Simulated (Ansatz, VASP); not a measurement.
Two plane-wave programs on SiC

```
C Si
1.0
     0.00000    2.03935    2.03935
     2.03935    0.00000    2.03935
     2.03935    2.03935    0.00000
C Si
1 1
Direct
  0.00000 0.00000 0.00000
  0.50000 0.50000 0.50000
```

Alike in both runs: task single point; functional r2SCAN; k mesh 18 × 18 × 18; occupations gaussian, width 0.05 eV; no spin polarisation.

|  | VASP | Ansatz |
| --- | --- | --- |
| version | VASP 6.6.1 | Ansatz 0.2.0 |
| potentials or method | VASP PAW PBE potentials, release 64 (C, Si), cutoff 520 eV | scalar-relativistic, plane waves, PAW |
| valence electrons in the cell | 8 | 8 |

Ansatz gave:

| Property | Result |
| --- | --- |
| gap on the k mesh at the Fermi level (eV) | none |
| pressure (GPa) | -9.2 |

Task: What did VASP give for the same quantities?

Result: gap on the k mesh at the Fermi level (eV): none; pressure (GPa): -8.9.

VASP's potentials were made for PBE, not for r2SCAN. A gap of «none» marks a metal or a gap that the smearing closes. With one functional, cell and mesh, what is left measures potentials, basis and numerics.
